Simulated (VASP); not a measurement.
# GaSi62 (a cell with a defect) in VASP: further runs

The runs below take GaSi62 (a cell with a defect) through single point, with PBE.

Everything below comes from runs of VASP 6.6.1. Logs are shortened: lines on timing, memory, paths and dates and some standing lists are left out, and cuts for length are marked.

## Step 1: The cell of the first run

The cell holds a defect, 63 atoms: a = 10.860 Å, b = 10.860 Å, c = 10.860 Å, α = 90.00°, β = 90.00°, γ = 90.00°.

## Step 2: Single point, PBE

INCAR reads:

```
PREC = Accurate ; ENCUT = 520
EDIFF = 1E-7 ; ISMEAR = -1
SIGMA = 0.02 ; LREAL = Auto
LASPH = True ; NELM = 100
ALGO = Normal ; ISIF = 2
LWAVE = False ; LCHARG = False
GGA = PE ; NBANDS = 168
NELECT = 260.0
```

KPOINTS reads:

```
regular mesh
0
Gamma
  1 1 1
```

POSCAR reads:

```
GaSi62
1.0
   10.8600000000      0.0000000000      0.0000000000
    0.0000000000     10.8600000000      0.0000000000
    0.0000000000      0.0000000000     10.8600000000
Si Ga
62 1
Direct
    0.4996767956     -0.0006829650     -0.0071046961
    0.8719218232      0.3717565378      0.1239170350
    0.7574522099     -0.0006150092      0.2507223757
    0.8773728361      0.1248471455      0.3769778085
   -0.0017463168      0.0014814917      0.0017159300
    0.1257516575      0.1249798343      0.1250509208
    0.2502583794      0.2496397790      0.0002271639
    0.3730819521      0.3771152855      0.1250960405
    0.5013326888      0.4983197974      0.0016851750
    0.6253301105      0.6252882136      0.1250534991
    0.7502615101      0.7495949355      0.0002462247
    0.8771066298      0.8731325046      0.1251133517
    0.2512853591      0.0004588398      0.2497258748
    0.3770597606      0.1260831492      0.3732458564
    0.4996230203      0.2577199816      0.2506327808
    0.6251959484      0.3769138122      0.3773442910
    0.7485418969      0.4982652855      0.2491380295
    0.8770217311      0.6243066298      0.3743194291
    0.5005774401      0.0005488950      0.4989683241
    0.6253210866      0.1248625230      0.6246970534
    0.7502325967      0.2496684162      0.5002257827
    0.8744824125      0.3744058011      0.6257803867
    0.7485298343      0.0011847145      0.7521066298
    0.8713273481      0.1269710866      0.8787854512
   -0.0030413444      0.4966081031      0.0003987109
    0.1243129834      0.6242148250      0.1251141805
    0.2497035912      0.7495813996      0.0001648250
    0.3768484346      0.8767430018      0.1242197053
   -0.0012984346      0.2483828729      0.2489199816
    0.1244324125      0.3767918969      0.3744831492
    0.2491096685      0.5014010129      0.2504105893
    0.3759354512      0.6261704420      0.3745379374
    0.5007383978      0.7510743094      0.2495174954
    0.6260718232      0.8767242173      0.3733767956
    0.0015949355     -0.0002268877      0.5013209945
    0.1242837937      0.1251535912      0.6261889503
    0.2497958564      0.2499267956      0.5006462247
    0.3759310313      0.3767395028      0.6260569061
    0.4999830571      0.5013364641      0.5013602210
    0.6252286372      0.6241843462      0.6261120626
    0.7501233886      0.7495679558      0.5006349908
    0.8768838858      0.8758483425      0.6260731123
    0.2491156538     -0.0002102210      0.7488555249
    0.3734829650      0.1247880295      0.8730696133
    0.5014974217      0.2483924494      0.7517480663
    0.6266391344      0.3714502762      0.8786079190
    0.7499647330      0.4965763352      0.7535537753
    0.8747569982      0.6241457643      0.8756488950
    0.0015943831      0.7491539595      0.2502705341
    0.1265171271      0.8754639042      0.3747732044
   -0.0005752302      0.4993325046      0.5011107735
    0.1253383978      0.6250110497      0.6251299263
    0.2502973297      0.7497593923      0.5001767956
    0.3756195212      0.8756187845      0.6238583794
   -0.0032363720      0.2499033149      0.7535988029
    0.1245778085      0.3742230203      0.8759468692
    0.2491652855      0.4992176796      0.7510534070
    0.3760197053      0.6242728361      0.8733122468
    0.4999970534      0.7491190608      0.7487818600
    0.6252050645      0.8728821363      0.8734134438
   -0.0004767035      0.7491006446      0.7508146409
    0.1242313996      0.8758800184      0.8735273481
    0.6238982505      0.1239227440      0.1264337937
```

Potentials or basis: VASP PAW PBE potentials, release 64 (Si, Ga_d).

On the command line:

```console
$ cat potpaw_PBE.64/Si/POTCAR potpaw_PBE.64/Ga_d/POTCAR > POTCAR
$ mpirun -np 1 vasp_gam > vasp.out
```

OUTCAR:

```text
PREC = Accurate
   ENCUT = 520
   EDIFF = 1E-7
   ISMEAR = -1
   LREAL = Auto
   LASPH = True
   NELM = 100
   ISIF = 2
   GGA = PE
   NELECT = 260.0

 ion  position               nearest neighbor table
   1  0.500  0.999  0.993-  60 2.33  44 2.33  28 2.36  63 2.40
   2  0.872  0.372  0.124-  25 2.34  17 2.35  29 2.35
   3  0.757  0.999  0.251-  12 2.33   4 2.33  34 2.36  63 2.40
   4  0.877  0.125  0.377-   3 2.33  29 2.34  35 2.34  21 2.35
   5  0.998  0.001  0.002-  12 2.34   6 2.35  24 2.35  62 2.38
   6  0.126  0.125  0.125-   7 2.34  29 2.35   5 2.35  13 2.35
   7  0.250  0.250  0.000-   6 2.34  56 2.35   8 2.35  44 2.35
   8  0.373  0.377  0.125-  15 2.33   9 2.34  31 2.34   7 2.35
[... 41 lines left out ...]
  50  0.127  0.875  0.375-  13 2.35  53 2.35  49 2.36  35 2.36
  51  0.999  0.499  0.501-  18 2.35  30 2.35  22 2.35  52 2.36
  52  0.125  0.625  0.625-  53 2.35  57 2.35  61 2.36  51 2.36
[... 8 lines left out ...]
  61  1.000  0.749  0.751-  42 2.35  62 2.35  48 2.35  52 2.36
  62  0.124  0.876  0.874-  43 2.34  61 2.35  27 2.37   5 2.38
  63  0.624  0.124  0.126-  15 2.40   1 2.40   3 2.40

  LATTYP: Found a simple cubic cell.
 ALAT       =    10.8600000000

  Lattice vectors:

 A1 = (  10.8600000000,   0.0000000000,   0.0000000000)
 A2 = (   0.0000000000,  10.8600000000,   0.0000000000)
 A3 = (   0.0000000000,   0.0000000000,  10.8600000000)

Analysis of symmetry for initial positions (statically):
=====================================================================
 Subroutine PRICEL returns:
 Original cell was already a primitive cell.

 Routine SETGRP: Setting up the symmetry group for a
 simple cubic supercell.

 Subroutine GETGRP returns: Found  1 space group operations
 (whereof  1 operations were pure point group operations)
 out of a pool of 48 trial point group operations.

The static configuration has the point symmetry C_1 .

Analysis of symmetry for dynamics (positions and initial velocities):
=====================================================================
 Subroutine PRICEL returns:
 Original cell was already a primitive cell.

 Routine SETGRP: Setting up the symmetry group for a
 simple cubic supercell.

 Subroutine GETGRP returns: Found  1 space group operations
 (whereof  1 operations were pure point group operations)
 out of a pool of 48 trial point group operations.

The dynamic configuration has the point symmetry C_1 .

[... 194 lines left out ...]
   ENCUT  =  520.0 eV  38.22 Ry    6.18 a.u.  20.19 20.19 20.19*2*pi/ulx,y,z
   NELM   =    100;   NELMIN=  2; NELMDL= -5     # of ELM steps
   EDIFF  = 0.1E-06   stopping-criterion for ELM
   LREAL  =      T    real-space projection
   EDIFFG = 0.1E-05   stopping-criterion for IOM
   NSW    =      0    number of steps for IOM
   IBRION =     -1    ionic relax: 0-MD 1-quasi-New 2-CG
   NFREE  =      0    steps in history (QN), initial steepest desc. (CG)
   ISIF   =      2    stress and relaxation
   ISYM   =      2    0-nonsym 1-usesym 2-fastsym
   POTIM  = 0.5000    time-step for ionic-motion
   TEBEG  =    0.0;   TEEND  =   0.0 temperature during run
   PSTRESS=    0.0 pullay stress
   NELECT =     260.0000    total number of electrons
   NUPDOWN=      -1.0000    fix difference up-down
   EMIN   =  10.00;   EMAX   =-10.00  energy-range for DOS
   EFERMI =   0.00;   METHOD = LEGACY
   ISMEAR =    -1;   SIGMA  =   0.02  broadening in eV -4-tet -1-fermi 0-gaus
   EFERMI_NEDOS =   21; number of points for ismear=-14 and -15
   IALGO  =     38    algorithm
   IMIX   =      4    mixing-type and parameters
     AMIX     =   0.40;   BMIX     =  1.00
     AMIX_MAG =   1.60;   BMIX_MAG =  1.00
  volume/ion in A,a.u.               =      20.33       137.20
  Fermi-wavevector in a.u.,A,eV,Ry     =   0.962135  1.818172 12.594971  0.925704
  Thomas-Fermi vector in A             =   2.091568
   LORBIT       =      0    0 simple, 1 ext, 2 COOP (PROOUT), +10 PAW based schemes
   GGA     = PE    functional components
[... 5 lines left out ...]
 non-spin polarized calculation
  energy-cutoff  :      520.00
  volume of cell :     1280.82
 maximum number of plane-waves:     17229
 NGX is ok and might be reduce to    84
   NGX = 41   NGY = 41   NGZ = 41

 number of electron     259.9999986 magnetization

 Free energy of the ion-electron system (eV)
  ---------------------------------------------------
  ext. energy  EPLUGINS =         0.00000000
  ---------------------------------------------------
  free energy    TOTEN  =      -336.43250352 eV

  energy without entropy =     -336.43250352  energy(sigma->0) =     -336.43250352

 E-fermi :   5.8930     XC(G=0):  -9.3299

 val. band max:        5.4861373017   @ k =   0.0000   0.0000   0.0000
 cond. band min:       6.3116540811   @ k =   0.0000   0.0000   0.0000
 fundamental gap:      0.8255167794
 Fermi energy:         5.8929750878

 k-point     1 :       0.0000    0.0000    0.0000
  band No.  band energies     occupation
      1      -8.9405      2.00000
      2      -8.9151      2.00000
      3      -8.9149      2.00000
      4      -8.8169      2.00000
      5      -8.8165      2.00000
      6      -6.2224      2.00000
[... 134 lines left out ...]
    141       6.8850      0.00000
    142       6.9293      0.00000
 [bands above 142 left out]

------------------------ aborting loop because EDIFF is reached ----------------------------------------

  FORCE on cell =-STRESS in cart. coord.  units (eV):
  Direction    XX          YY          ZZ          XY          YZ          ZX
  --------------------------------------------------------------------------------------
  -------------------------------------------------------------------------------------
  Total        8.5421505      8.5362004      8.5553428     -0.1201275      0.1449694      0.1790075
  in kB       10.6853395     10.6778966     10.7018416     -0.1502670      0.1813416      0.2239197
  external PRESSURE =      10.6883592 kB  Pullay stress =       0.0000000 kB

 VOLUME and BASIS-vectors are now :
 -----------------------------------------------------------------------------
  energy-cutoff  :      520.00
  volume of cell :     1280.82
      direct lattice vectors                 reciprocal lattice vectors
    10.860000000  0.000000000  0.000000000     0.092081031  0.000000000  0.000000000
     0.000000000 10.860000000  0.000000000     0.000000000  0.092081031  0.000000000
     0.000000000  0.000000000 10.860000000     0.000000000  0.000000000  0.092081031

 POSITION                                       TOTAL-FORCE (eV/Angst)
 -----------------------------------------------------------------------------------
      5.42649     10.85258     10.78284        -0.011888     -0.009293      0.001766
      9.46907      4.03728      1.34574        -0.013006     -0.020775     -0.009817
      8.22593     10.85332      2.72285         0.007171     -0.006227      0.012554
      9.52827      1.35584      4.09398        -0.000460     -0.001333     -0.001819
     10.84103      0.01609      0.01863         0.005761     -0.011096     -0.001475
      1.36566      1.35728      1.35805         0.000559     -0.005927      0.007363
[... 55 lines left out ...]
      1.34915      9.51206      9.48651         0.002678      0.007960     -0.008612
      6.77554      1.34580      1.37307         0.007668      0.005288     -0.007450
 -----------------------------------------------------------------------------------
    total drift:                               -0.023289     -0.030907      0.018899

  FREE ENERGIE OF THE ION-ELECTRON SYSTEM (eV)
  ---------------------------------------------------
  free  energy   TOTEN  =      -336.4325035234 eV

  energy  without entropy=     -336.4325035208  energy(sigma->0) =     -336.43250352
```

Run time: 3.5 min. Hardware: 1 thread of Intel Xeon 6975P-C (Granite Rapids), shared host; peak memory 1 GiB.

What came out:

* Free energy: -336.4325 eV
* Largest force: 0.026 eV/Å

Forces on the atoms (eV/Å):
```
Si  -0.012 -0.009  0.002
Si  -0.013 -0.021 -0.010
Si   0.007 -0.006  0.013
Si   0.000 -0.001 -0.002
Si   0.006 -0.011 -0.001
Si   0.001 -0.006  0.007
Si  -0.003 -0.002  0.003
Si   0.007  0.004  0.000
Si  -0.003  0.003  0.001
Si  -0.012  0.009  0.008
Si  -0.001 -0.005  0.006
Si   0.005  0.001  0.000
Si   0.005  0.002  0.004
Si  -0.004 -0.003 -0.004
Si  -0.013 -0.009  0.017
Si   0.001  0.010 -0.008
Si   0.002  0.009  0.008
Si  -0.001  0.003 -0.005
Si   0.009 -0.003 -0.002
Si  -0.010  0.004 -0.008
Si  -0.004 -0.010  0.012
Si   0.005 -0.004 -0.002
Si   0.002 -0.008 -0.007
Si  -0.010  0.001  0.019
Si   0.004  0.006 -0.001
Si   0.000 -0.005  0.009
Si  -0.001 -0.005  0.007
Si   0.008  0.003  0.005
Si   0.002  0.003  0.009
Si  -0.001  0.000 -0.006
Si   0.007  0.002  0.003
Si  -0.004  0.002  0.000
Si   0.003  0.002 -0.001
Si  -0.005  0.005  0.000
Si   0.003 -0.003 -0.009
Si  -0.002 -0.010 -0.002
Si  -0.004 -0.007  0.003
Si   0.001  0.006  0.000
Si   0.000  0.000 -0.013
Si  -0.002 -0.005  0.004
Si  -0.003  0.000  0.002
Si   0.000  0.006 -0.003
Si   0.003 -0.006  0.000
Si  -0.002  0.007 -0.005
Si  -0.009 -0.010 -0.006
Si   0.013 -0.009  0.016
Si  -0.001  0.006 -0.010
Si  -0.002  0.010  0.003
Si  -0.005  0.005  0.010
Si   0.003  0.005 -0.003
Si   0.006  0.004 -0.002
Si  -0.004  0.003 -0.006
Si   0.001  0.001  0.003
Si   0.007 -0.002 -0.003
Si  -0.001  0.007 -0.009
Si   0.003 -0.001 -0.001
Si   0.011  0.003 -0.010
Si  -0.002  0.001  0.001
Si  -0.006  0.008 -0.004
Si   0.004  0.005 -0.015
Si   0.004  0.000  0.000
Si   0.003  0.008 -0.009
Ga   0.008  0.005 -0.007
```

Caveat: the k points lie up to 0.58 Å⁻¹ apart; the cell carries a net charge on a neutralising background, which shifts energy and pressure; the cell is charged against a uniform background, so pressure and absolute levels hang on convention.

## Step 3: Single point, PBE

INCAR reads:

```
SYSTEM = GaSi62
  ALGO = Normal
  EDIFF = 1E-6
  ENCUT = 520
  GGA = PE
  ISIF = 2
  ISMEAR = -1
  LASPH = .True.
  LCHARG = .False.
  LREAL = Auto
  LWAVE = .False.
  NBANDS = 168
  NELECT = 260.0
  NELM = 60
  PREC = Accurate
  SIGMA = 0.02
```

KPOINTS reads:

```
k-points
0
Gamma
  1 1 1
  0 0 0
```

POSCAR reads:

```
GaSi62
1.0
   10.8600000000      0.0000000000      0.0000000000
    0.0000000000     10.8600000000      0.0000000000
    0.0000000000      0.0000000000     10.8600000000
Si Ga
62 1
Direct
    0.5034222836      0.0032290055     -0.0063741252
    0.8697551565      0.3695606814      0.1245646409
    0.7567141805      0.0032378453      0.2469102210
    0.8770007366      0.1246957643      0.3770159300
   -0.0012228361      0.0003188766      0.0016701657
    0.1254105893      0.1247569061      0.1253867403
    0.2498465930      0.2496105893      0.0005278085
    0.3733149171      0.3768116943      0.1254403315
    0.5004853591      0.4986103131      0.0016752302
    0.6249481584      0.6252214549      0.1253851750
    0.7498084715      0.7496497238      0.0005273481
    0.8769908840      0.8731398711      0.1254403315
    0.2522185083      0.0007948435      0.2493639963
    0.3792030387      0.1266687845      0.3711279926
    0.5034171271      0.2565457643      0.2469133517
    0.6248944751      0.3768052486      0.3770176796
    0.7486564457      0.4986114180      0.2498500921
    0.8771417127      0.6244297422      0.3749117864
    0.5009690608      0.0007992634      0.4981111418
    0.6249465930      0.1247555249      0.6249232965
    0.7498094843      0.2496125230      0.5004894107
    0.8740585635      0.3738833333      0.6265267956
    0.7486598527      0.0003134438      0.7515513812
    0.8696740331      0.1256642726      0.8806500921
   -0.0041783610      0.4956287293      0.0011778085
    0.1243741252      0.6242104972      0.1253874770
    0.2506018416      0.7504435543      0.0005907919
    0.3792104052      0.8790280847      0.1235071823
   -0.0011957643      0.2484688766      0.2498545120
    0.1245981584      0.3769805709      0.3749035912
    0.2494165746      0.5014377532      0.2508913444
    0.3759278085      0.6269755985      0.3744165746
    0.5009793738      0.7520295580      0.2493595764
    0.6268342541      0.8790334254      0.3711215470
    0.0016200737     -0.0007462247      0.5009287293
    0.1243660221      0.1247884899      0.6259685083
    0.2506020258      0.2495845304      0.4997318600
    0.3754320442      0.3769731123      0.6257429098
    0.4994456722      0.5014280847      0.5009249540
    0.6249456722      0.6242058932      0.6259643646
    0.7497425414      0.7504411602      0.4997343462
    0.8771525783      0.8752519337      0.6257475138
    0.2494104052     -0.0007391344      0.7487141805
    0.3733255985      0.1246934622      0.8733402394
    0.5004868324      0.2484703499      0.7515365562
    0.6257882136      0.3695408840      0.8805977901
    0.7491603131      0.4956266114      0.7545187845
    0.8740652855      0.6236056169      0.8762724678
    0.0016086556      0.7492453039      0.2509028545
    0.1271700737      0.8757372007      0.3744219153
   -0.0008709024      0.4989597606      0.5017806630
    0.1250455801      0.6248615101      0.6252911602
    0.2500248619      0.7498313076      0.5003102210
    0.3759113260      0.8757418969      0.6231611418
   -0.0042085635      0.2489915285      0.7545395948
    0.1238049724      0.3738767956      0.8762764273
    0.2485491713      0.4989542357      0.7512061694
    0.3754216390      0.6244270718      0.8731893186
    0.4994279006      0.7492443831      0.7487233886
    0.6248918048      0.8731345304      0.8733446593
   -0.0008662063      0.7483658379      0.7512040516
    0.1245890424      0.8752584715      0.8731826888
    0.6392489871      0.1390699816      0.1110818600
```

Potentials or basis: VASP PAW PBE potentials, release 64 (Si, Ga_d).

On the command line:

```console
$ cat potpaw_PBE.64/Si/POTCAR potpaw_PBE.64/Ga_d/POTCAR > POTCAR
$ mpirun -np 1 vasp_gam > vasp.out
```

Run time: 3.5 min. Hardware: 1 thread of Intel Xeon 6975P-C (Granite Rapids), shared host; peak memory 0.97 GiB.

It converged, with:

| Property | Result |
| --- | --- |
| Free energy | -336.4108 eV |
| Largest force | 0.105 eV/Å |

Forces on the atoms (eV/Å):
```
Si  -0.021 -0.020 -0.012
Si   0.013  0.012  0.000
Si   0.012 -0.020  0.020
Si   0.004  0.000  0.000
Si   0.000  0.004 -0.001
Si   0.001  0.002 -0.002
Si   0.000 -0.001  0.002
Si  -0.003  0.005 -0.001
Si   0.004  0.000 -0.001
Si   0.001  0.000 -0.004
Si   0.000 -0.001  0.002
Si   0.005 -0.002 -0.001
Si  -0.002  0.001  0.000
Si  -0.002 -0.008  0.001
Si  -0.021  0.011  0.020
Si   0.000  0.005  0.001
Si   0.002  0.001 -0.003
Si  -0.001  0.001 -0.004
Si   0.000 -0.001  0.003
Si   0.002  0.004 -0.002
Si  -0.001 -0.001  0.002
Si   0.002  0.002 -0.002
Si   0.001  0.003  0.000
Si   0.013 -0.002 -0.012
Si   0.006  0.005 -0.008
Si  -0.001 -0.001  0.003
Si   0.000 -0.001 -0.001
Si  -0.002 -0.002  0.008
Si   0.001  0.001 -0.003
Si   0.001 -0.001 -0.003
Si   0.001  0.000 -0.006
Si   0.002  0.000 -0.001
Si   0.000 -0.002  0.000
Si  -0.007 -0.002  0.003
Si   0.000  0.006 -0.001
Si   0.000 -0.003  0.002
Si   0.001  0.001  0.001
Si   0.003 -0.001 -0.001
Si   0.005  0.000 -0.002
Si  -0.001 -0.001  0.002
Si   0.001  0.001  0.000
Si  -0.001  0.004 -0.001
Si   0.001  0.005  0.000
Si  -0.002  0.002 -0.006
Si   0.004  0.000  0.000
Si  -0.001  0.013 -0.012
Si   0.007  0.006 -0.006
Si   0.001  0.003 -0.002
Si   0.000  0.001 -0.006
Si   0.000  0.001 -0.002
Si   0.003  0.003 -0.007
Si   0.000  0.001 -0.003
Si   0.002  0.000  0.003
Si   0.002  0.001  0.000
Si   0.006  0.007 -0.006
Si   0.003  0.001 -0.001
Si   0.008  0.003 -0.003
Si   0.003  0.001  0.000
Si   0.005  0.001  0.000
Si   0.001 -0.001 -0.006
Si   0.003  0.007 -0.003
Si   0.001  0.004  0.001
Ga  -0.060 -0.061  0.061
```

Levels at points of the mesh, in eV from the Fermi level:
```csv
k point,band 128,band 129,band 130,band 131,band 132,band 133
"(0.00, 0.00, 0.00)",-0.49,-0.49,-0.40,0.41,0.41,0.57
```

Caveat: the k points lie up to 0.58 Å⁻¹ apart; the cell carries a net charge on a neutralising background, which shifts energy and pressure; the cell is charged against a uniform background, so pressure and absolute levels hang on convention.

[end of part 1 of 2]
